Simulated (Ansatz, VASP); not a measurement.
## Two plane-wave programs on WS4

The input INCAR:

```
SYSTEM = WS4
PREC = Accurate ; ENCUT = 520
EDIFF = 1E-6 ; ISMEAR = 0
SIGMA = 0.05 ; LREAL = .False.
LASPH = .True. ; NELM = 60
ALGO = Normal ; ISIF = 2
LWAVE = .False. ; LCHARG = .False.
LDIPOL = .True. ; IDIPOL = 3
DIPOL = 0.5 0.5 0.500 ; GGA = PS
NBANDS = 27
```

Contents of KPOINTS:

```
Automatic mesh
0
Gamma
  9 9 1
  0 0 0
```

POSCAR

```
WS4
1.0
    3.1476068040      0.0000000000      0.0000000000
   -1.5738034020      2.7259074534      0.0000000000
    0.0000000000      0.0000000000     12.6075295395
S W
4 1
Direct
    0.6666666667      0.3333333333      0.1189765208
    0.3333333333      0.6666666667      0.3757329890
    0.3333333333      0.6666666667      0.6242670110
    0.0000000000      0.0000000000      0.8810234792
    0.6666666667      0.3333333333      0.5000142434
```

Input for Ansatz:

```yaml
crystal:
  lattice:
    - [3.147606804, 0.0, 0.0]
    - [-1.573803402, 2.7259074534, 0.0]
    - [0.0, 0.0, 12.6075295395]
  atoms:
    - { symbol: S, position: [0.6666666667, 0.3333333333, 0.1189765208] }
    - { symbol: S, position: [0.3333333333, 0.6666666667, 0.375732989] }
    - { symbol: W, position: [0.6666666667, 0.3333333333, 0.5000142434] }
    - { symbol: S, position: [0.3333333333, 0.6666666667, 0.624267011] }
    - { symbol: S, position: [0.0, 0.0, 0.8810234792] }
basis:
  ecutwfc: 420
kpoints:
  mp_grid: { grid: [9, 9, 1] }
hamiltonian:
  xc: pbesol
scf:
  occupations: { method: gaussian, width: 0.05 }
  max_iter: 75
output:
  forces: true
  stress: true
  eigenvalues: true
efield:
  axis: 3
  dipole_correction: true
  ramp_width: 0.04
```

Alike in both runs: task single point; functional PBEsol; k mesh 9 × 9 × 1; occupations gaussian, width 0.05 eV; no spin polarisation.

```csv
,VASP,Ansatz
version,VASP 6.6.1,Ansatz 0.2.0
potentials or method,"VASP PAW PBE potentials, release 64 (S, W_sv), cutoff 520 eV","scalar-relativistic, plane waves, PAW"
valence electrons in the cell,38,38
```

|  | VASP | Ansatz | Ansatz less VASP |
| --- | --- | --- | --- |
| gap on the k mesh at the Fermi level (eV) | none | none | - |
| rms of the force components (eV/Å) | 0.123 | 0.103 | -0.0194 |

VASP's potentials were made for PBE, not for PBEsol. A gap of «none» marks a metal or a gap that the smearing closes. Ansatz's warnings: net force over tolerance, vacuum below fermi, vacuum density over bound.

Neither program's run includes spin-orbit coupling.
